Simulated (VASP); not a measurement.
# Co (Fm-3m) in VASP: further runs

The runs below take Co through single point, with PBEsol.

Program: VASP 6.6.1. These are calculated values, not measurements. Logs are shortened: lines on timing, memory, paths and dates and some standing lists are left out, and cuts for length are marked.

### 1 The cell of the first run

It takes space group Fm-3m (No. 225, cubic). The conventional cell has a = 3.515 Å, b = 3.515 Å, c = 3.515 Å, α = 90.00°, β = 90.00°, γ = 90.00°. Within 3.3 Å of Co (site symmetry m-3m) lie 12 Co at 2.49 Å.

This isn't the form of Co at room conditions, which is hcp.

### 2 Single point, PBEsol, collinear spin, ferromagnetic start (10.86 Å³/atom)

File INCAR:

```
PREC = Accurate
ENCUT = 520
EDIFF = 1E-6
ISMEAR = -1
SIGMA = 0.05
LREAL = False
LASPH = True
NELM = 150
ALGO = Normal
ISIF = 2
LWAVE = False
LCHARG = False
ISPIN = 2
MAGMOM = 1.673
LORBIT = 11
LMAXMIX = 4
GGA = PS
NBANDS = 14
```

File KPOINTS:

```
regular mesh
0
Gamma
  17 17 17
```

File POSCAR:

```
Co
1.0
    0.0000000000      1.7577000217      1.7577000217
    1.7577000217      0.0000000000      1.7577000217
    1.7577000217      1.7577000217      0.0000000000
Co
1
Direct
    0.0000000000      0.0000000000      0.0000000000
```

Potentials or basis: VASP PAW PBE potentials, release 64 (Co).

Command:

```console
> cat potpaw_PBE.64/Co/POTCAR > POTCAR
> mpirun -np 1 vasp_std > vasp.out
```

OUTCAR:

```text
PREC = Accurate
   ENCUT = 520
   EDIFF = 1E-6
   ISMEAR = -1
   LREAL = False
   LASPH = True
   NELM = 150
   ISIF = 2
   ISPIN = 2
   LORBIT = 11
   GGA = PS

 ion  position               nearest neighbor table
   1  0.000  0.000  0.000-

  LATTYP: Found a face centered cubic cell.
 ALAT       =     3.5154000434

  Lattice vectors:

 A1 = (   0.0000000000,   1.7577000217,   1.7577000217)
 A2 = (   1.7577000217,   0.0000000000,   1.7577000217)
 A3 = (   1.7577000217,   1.7577000217,   0.0000000000)

Analysis of symmetry for initial positions (statically):
=====================================================================
 Subroutine PRICEL returns:
 Original cell was already a primitive cell.

 Routine SETGRP: Setting up the symmetry group for a
 face centered cubic supercell.

 Subroutine GETGRP returns: Found 48 space group operations
 (whereof 48 operations were pure point group operations)
 out of a pool of 48 trial point group operations.

The static configuration has the point symmetry O_h .

Analysis of symmetry for dynamics (positions and initial velocities):
=====================================================================
 Subroutine PRICEL returns:
 Original cell was already a primitive cell.

 Routine SETGRP: Setting up the symmetry group for a
 face centered cubic supercell.

 Subroutine GETGRP returns: Found 48 space group operations
 (whereof 48 operations were pure point group operations)
 out of a pool of 48 trial point group operations.

The dynamic configuration has the point symmetry O_h .

Analysis of structural, dynamic, and magnetic symmetry:
=====================================================================
 Subroutine PRICEL returns:
 Original cell was already a primitive cell.

 Routine SETGRP: Setting up the symmetry group for a
 face centered cubic supercell.

 Subroutine GETGRP returns: Found 48 space group operations
 (whereof 48 operations were pure point group operations)
 out of a pool of 48 trial point group operations.

The overall configuration has the point symmetry O_h .

 Subroutine INISYM returns: Found 48 space group operations
 (whereof 48 operations are pure point group operations),
 and found     1 'primitive' translations

----------------------------------------------------------------------------------------

                                     Primitive cell

  volume of cell :      10.8609

  direct lattice vectors                    reciprocal lattice vectors
     0.000000000  1.757700022  1.757700022    -0.284462647  0.284462647  0.284462647
     1.757700022  0.000000000  1.757700022     0.284462647 -0.284462647  0.284462647
     1.757700022  1.757700022  0.000000000     0.284462647  0.284462647 -0.284462647

  length of vectors
     2.485763209  2.485763209  2.485763209     0.492703757  0.492703757  0.492703757

  position of ions in fractional coordinates (direct lattice)
     0.000000000  0.000000000  0.000000000

  ion indices of the primitive-cell ions
   primitive index   ion index
                 1           1

----------------------------------------------------------------------------------------

 KPOINTS: regular mesh

Automatic generation of k-mesh.
 Grid dimensions read from file:
 generate k-points for:   17   17   17

 Generating k-lattice:

  Cartesian coordinates                     Fractional coordinates (reciprocal lattice)
    -0.016733097  0.016733097  0.016733097     0.058823529  0.000000000  0.000000000
     0.016733097 -0.016733097  0.016733097     0.000000000  0.058823529  0.000000000
     0.016733097  0.016733097 -0.016733097     0.000000000  0.000000000  0.058823529

  Length of vectors
     0.028982574  0.028982574  0.028982574

  Shift w.r.t. Gamma in fractional coordinates (k-lattice)
     0.000000000  0.000000000  0.000000000

 Subroutine IBZKPT returns following result:
 ===========================================

 Found    165 irreducible k-points:

 Following reciprocal coordinates:
            Coordinates               Weight
  0.000000  0.000000  0.000000      1.000000
  0.058824  0.000000  0.000000      8.000000
  0.117647  0.000000  0.000000      8.000000
  0.176471  0.000000  0.000000      8.000000
  0.235294  0.000000  0.000000      8.000000
  0.294118  0.000000  0.000000      8.000000
[... 16 lines left out ...]
 -0.176471  0.058824  0.000000     24.000000
 -0.117647  0.058824  0.000000     24.000000
 [... further k-points ...]
   k-points           NKPTS =    165   k-points in BZ     NKDIM =    165   number of bands    NBANDS=     14
   number of dos      NEDOS =    301   number of ions     NIONS =      1
   total plane-waves  NPLWV =   5832
   dimension x,y,z NGX =    18 NGY =   18 NGZ =   18
   dimension x,y,z NGXF=    36 NGYF=   36 NGZF=   36
   ions per type =               1
   NGX,Y,Z   is equivalent  to a cutoff of  12.04, 12.04, 12.04 a.u.
   NGXF,Y,Z  is equivalent  to a cutoff of  24.08, 24.08, 24.08 a.u.
 SYSTEM =  unknown system
   PREC   = accura    normal or accurate (medium, high low for compatibility)
   ISTART =      0    job   : 0-new  1-cont  2-samecut
   ICHARG =      2    charge: 1-file 2-atom 10-const
   ISPIN  =      2    spin polarized calculation?
   LNONCOLLINEAR =      F non collinear calculations
   LSORBIT =      F    spin-orbit coupling
   LASPH  =      T    aspherical Exc in radial PAW
   ENCUT  =  520.0 eV  38.22 Ry    6.18 a.u.   4.62  4.62  4.62*2*pi/ulx,y,z
   NELM   =    150;   NELMIN=  2; NELMDL= -5     # of ELM steps
   EDIFF  = 0.1E-05   stopping-criterion for ELM
   LREAL  =      F    real-space projection
[... 7 lines left out ...]
   TEBEG  =    0.0;   TEEND  =   0.0 temperature during run
   PSTRESS=    0.0 pullay stress
   NELECT =       9.0000    total number of electrons
   NUPDOWN=      -1.0000    fix difference up-down
   EMIN   =  10.00;   EMAX   =-10.00  energy-range for DOS
   EFERMI =   0.00;   METHOD = LEGACY
   ISMEAR =    -1;   SIGMA  =   0.05  broadening in eV -4-tet -1-fermi 0-gaus
   EFERMI_NEDOS =   21; number of points for ismear=-14 and -15
   IALGO  =     38    algorithm
   IMIX   =      4    mixing-type and parameters
     AMIX     =   0.40;   BMIX     =  1.00
     AMIX_MAG =   1.60;   BMIX_MAG =  1.00
  volume/ion in A,a.u.               =      10.86        73.29
  Fermi-wavevector in a.u.,A,eV,Ry     =   1.537686  2.905805 32.170667  2.364477
  Thomas-Fermi vector in A             =   2.644160
   LORBIT       =     11    0 simple, 1 ext, 2 COOP (PROOUT), +10 PAW based schemes
   GGA     = PS    functional components
   LHFCALC =     F    Hartree Fock is set to
   AEXX    =    0.0000 exact exchange contribution
   IVDW    =     0    specifies the selected vdW correction
   LEPSILON=     F    determine dielectric tensor
   LRPA    =     F    only Hartree local field effects (RPA)
 spin polarized calculation
  energy-cutoff  :      520.00
  volume of cell :       10.86
 maximum number of plane-waves:       303
   NGX =  9   NGY =  9   NGZ =  9

 number of electron       9.0000001 magnetization       1.6581290

 Free energy of the ion-electron system (eV)
  ---------------------------------------------------
  ext. energy  EPLUGINS =         0.00000000
  ---------------------------------------------------
  free energy    TOTEN  =        -7.70496986 eV

  energy without entropy =       -7.69546200  energy(sigma->0) =       -7.70021593

 E-fermi :  10.1472     XC(G=0): -13.5731

 val. band max:       10.1412704862   @ k =  -0.3529   0.2941   0.0000
 cond. band min:      10.1538260477   @ k =   0.1176   0.1176   0.0000
 fundamental gap:      0.0125555614
 Fermi energy:        10.1471678327

 spin component 1

 k-point     1 :       0.0000    0.0000    0.0000
  band No.  band energies     occupation
      1       1.0763      1.00000
      2       7.4362      1.00000
      3       7.4362      1.00000
      4       7.4362      1.00000
      5       8.5033      1.00000
      6       8.5033      1.00000
      7      33.1165      0.00000
      8      37.4615      0.00000
      9      37.4615      0.00000
     10      37.4615      0.00000
     11      40.6426      0.00000
     12      40.6426      0.00000
     13      40.6426      0.00000
     14      43.1828      0.00000
[... 375 lines left out ...]
 k-point    24 :      -0.1176    0.0588    0.0000
  band No.  band energies     occupation
      1       1.9261      1.00000
      2       7.2025      1.00000
      3       7.6177      1.00000
      4       7.6193      1.00000
      5       8.3467      1.00000
      6       8.5612      1.00000
      7      30.3280      0.00000
      8      32.8462      0.00000
      9      36.0716      0.00000
     10      38.1276      0.00000
     11      40.1229      0.00000
     12      41.1740      0.00000
     13      44.5386      0.00000
     14      44.7675      0.00000

 [... further k-points ...]

 spin component 2

 k-point     1 :       0.0000    0.0000    0.0000
  band No.  band energies     occupation
      1       1.1642      1.00000
      2       9.0314      1.00000
      3       9.0314      1.00000
      4       9.0314      1.00000
      5      10.4523      0.00223
      6      10.4523      0.00223
      7      32.9201      0.00000
      8      37.6489      0.00000
      9      37.6489      0.00000
     10      37.6489      0.00000
     11      41.0290      0.00000
     12      41.0290      0.00000
     13      41.0290      0.00000
     14      43.0069      0.00000
[... 375 lines left out ...]
 k-point    24 :      -0.1176    0.0588    0.0000
  band No.  band energies     occupation
      1       2.0203      1.00000
      2       8.7345      1.00000
      3       9.2347      1.00000
      4       9.2351      1.00000
      5      10.2621      0.09119
      6      10.4954      0.00094
      7      30.5854      0.00000
      8      33.0006      0.00000
      9      36.2037      0.00000
     10      38.3693      0.00000
     11      40.2004      0.00000
     12      41.4793      0.00000
     13      44.6277      0.00000
     14      45.3811      0.00000

 [... further k-points ...]

------------------------ aborting loop because EDIFF is reached ----------------------------------------

  FORCE on cell =-STRESS in cart. coord.  units (eV):
  Direction    XX          YY          ZZ          XY          YZ          ZX
  --------------------------------------------------------------------------------------
  -------------------------------------------------------------------------------------
  Total       -0.6352240     -0.6352240     -0.6352240     -0.0000000     -0.0000000     -0.0000000
  in kB      -93.7072492    -93.7072492    -93.7072492     -0.0000000     -0.0000000     -0.0000000
  external PRESSURE =     -93.7072492 kB  Pullay stress =       0.0000000 kB

 VOLUME and BASIS-vectors are now :
 -----------------------------------------------------------------------------
  energy-cutoff  :      520.00
  volume of cell :       10.86
      direct lattice vectors                 reciprocal lattice vectors
     0.000000000  1.757700022  1.757700022    -0.284462647  0.284462647  0.284462647
     1.757700022  0.000000000  1.757700022     0.284462647 -0.284462647  0.284462647
     1.757700022  1.757700022  0.000000000     0.284462647  0.284462647 -0.284462647

 POSITION                                       TOTAL-FORCE (eV/Angst)
 -----------------------------------------------------------------------------------
      0.00000      0.00000      0.00000        -0.000000      0.000000      0.000000
 -----------------------------------------------------------------------------------
    total drift:                               -0.000000     -0.000000     -0.000000

  FREE ENERGIE OF THE ION-ELECTRON SYSTEM (eV)
  ---------------------------------------------------
  free  energy   TOTEN  =        -7.7049698635 eV

  energy  without entropy=       -7.6954620037  energy(sigma->0) =       -7.70021593

 total charge

# of ion       s       p       d       tot
------------------------------------------
    1        0.491   0.526   7.250   8.268

 magnetization (x)

# of ion       s       p       d       tot
------------------------------------------
    1       -0.012  -0.045   1.726   1.670
```

Wall time 89 s (1 thread of Intel Xeon 8259CL, shared host); peak memory 0.15 GiB.

What came out:

- Free energy: -7.7050 eV
- Pressure: -9.4 GPa
- Net moment: 1.66 μB per cell
- Site moments: Co +1.67 μB
- Valence electrons inside the program's atomic spheres: Co 8.27

Levels at points of the mesh, in eV from the Fermi level:
Spin up:
```csv
k point,band 1,band 2,band 3,band 4,band 5,band 6,band 7,band 8,band 9,band 10
"(0.00, 0.00, 0.00)",-9.07,-2.71,-2.71,-2.71,-1.64,-1.64,22.97,27.31,27.31,27.31
```
Spin down:
| k point | band 2 | band 3 | band 4 | band 5 | band 6 | band 7 |
| --- | --- | --- | --- | --- | --- | --- |
| (0.00, 0.00, 0.00) | -1.12 | -1.12 | -1.12 | 0.31 | 0.31 | 22.77 |

Caveat: the cell stands under tension; the PAW data sets were made with another functional, which shifts forces and pressure a little.

[end of part 1 of 2]
